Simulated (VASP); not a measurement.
Input of a VASP 6.6.1 run:

INCAR

```
ALGO     = Normal         # electronic algorithm
EDIFF    = 1E-7           # SCF threshold, eV
ENCUT    = 520            # plane-wave cutoff, eV
GGA      = PE             # functional
ISIF     = 2              # what is computed and relaxed
ISMEAR   = 0              # smearing method
LASPH    = True           # aspherical terms in the spheres
LCHARG   = True           # write CHGCAR
LELF     = True           # ELF
LREAL    = False          # projectors in reciprocal space
LVHAR    = True         
LWAVE    = False          # write WAVECAR
NBANDS   = 42             # bands
NELM     = 60             # most SCF steps
PREC     = Accurate       # precision mode
SIGMA    = 0.2            # smearing width, eV
```

Contents of KPOINTS:

```
k-points
0
Gamma
  4 4 3
```

POSCAR

```
Cd4O3
1.0
    5.7238641056      0.0000000000      0.0000000000
   -2.8619320528      4.9570117232      0.0000000000
    0.0000000000      0.0000000000      5.6950761003
Cd O
4 3
Direct
    0.3333333333      0.6666666667      0.2526697016
    0.3333333333      0.6666666667      0.7473302984
    0.6666666667      0.3333333333      0.7473302984
    0.6666666667      0.3333333333      0.2526697016
    0.4145480534      0.0000000000      0.0000000000
    0.0000000000      0.4145480534      0.0000000000
    0.5854519466      0.5854519466      0.0000000000
```

Potentials or basis: VASP PAW PBE potentials, release 64 (Cd, O).

Run with:

```sh
$ cat potpaw_PBE.64/Cd/POTCAR potpaw_PBE.64/O/POTCAR > POTCAR
$ mpirun -np 1 vasp_std > vasp.out
```

Q: What does it give for the largest force?

A: 0.134 eV/Å.

Q: What does it give for the band gap on the k mesh?

A: Zero (bands 33 and 34 overlap by 0.16 eV).

Forces on the atoms (eV/Å):
```
Cd   0.000  0.000  0.134
Cd   0.000  0.000 -0.134
Cd   0.000  0.000 -0.134
Cd   0.000  0.000  0.134
O   -0.046  0.000  0.000
O    0.023 -0.039  0.000
O    0.023  0.039  0.000
```

Caveat: the k points lie up to 0.37 Å⁻¹ apart; semilocal functionals underestimate gaps, so a narrow gap can read as zero.
